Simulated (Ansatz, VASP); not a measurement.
## Pb: VASP beside Ansatz

POSCAR

```
Pb
1.0
    0.0000000000      2.5467828652      2.5467828652
    2.5467828652      0.0000000000      2.5467828652
    2.5467828652      2.5467828652      0.0000000000
Pb
1
Direct
    0.0000000000      0.0000000000      0.0000000000
```

Contents of INCAR.step1:

```
SYSTEM = Pb
PREC = Accurate
ENCUT = 520
ISMEAR = 0
SIGMA = 0.1
LREAL = .FALSE.
LASPH = .TRUE.
NELM = 100
NBANDS = 13
GGA = PE
ALGO = Normal
EDIFF = 1E-4
LWAVE = .TRUE.
LCHARG = .FALSE.
```

Contents of INCAR.step2:

```
SYSTEM = Pb
PREC = Accurate
ENCUT = 520
EDIFF = 1E-7
ISMEAR = 0
SIGMA = 0.1
LREAL = .FALSE.
LASPH = .TRUE.
NELM = 100
ALGO = Normal
ISIF = 2
LWAVE = .FALSE.
LCHARG = .FALSE.
METAGGA = R2SCAN
LMIXTAU = .TRUE.
NBANDS = 13
ISTART = 1
```

The input KPOINTS:

```
Automatic mesh
0
G
  14 14 14
  0 0 0
```

Input for Ansatz:

```yaml
crystal:
  lattice:
    - [0.0, 2.5467828652, 2.5467828652]
    - [2.5467828652, 0.0, 2.5467828652]
    - [2.5467828652, 2.5467828652, 0.0]
  atoms:
    - { symbol: Pb, position: [0.0, 0.0, 0.0] }
basis:
  ecutwfc: 500
kpoints:
  mp_grid: { grid: [14, 14, 14] }
hamiltonian:
  xc: r2scan
scf:
  occupations: { method: gaussian, width: 0.1 }
output:
  forces: true
  stress: true
  eigenvalues: true
```

Alike in both runs: task single point; functional r2SCAN; k mesh 14 × 14 × 14; occupations gaussian, width 0.1 eV; no spin polarisation.

```csv
,VASP,Ansatz
version,VASP 6.6.1,Ansatz 0.2.0
potentials or method,"VASP PAW PBE potentials, release 64 (Pb_d), cutoff 520 eV","scalar-relativistic, plane waves, PAW"
valence electrons in the cell,14,14
```

|  | VASP | Ansatz | Ansatz less VASP |
| --- | --- | --- | --- |
| gap on the k mesh at the Fermi level (eV) | none | none | - |
| pressure (GPa) | -2.2 | -2.2 | +0.02 |

VASP's potentials were made for PBE, not for r2SCAN. A gap of «none» marks a metal or a gap that the smearing closes. The functional is the same, so the differences come from potentials, cutoffs and numerics.

Spin-orbit coupling is off throughout.
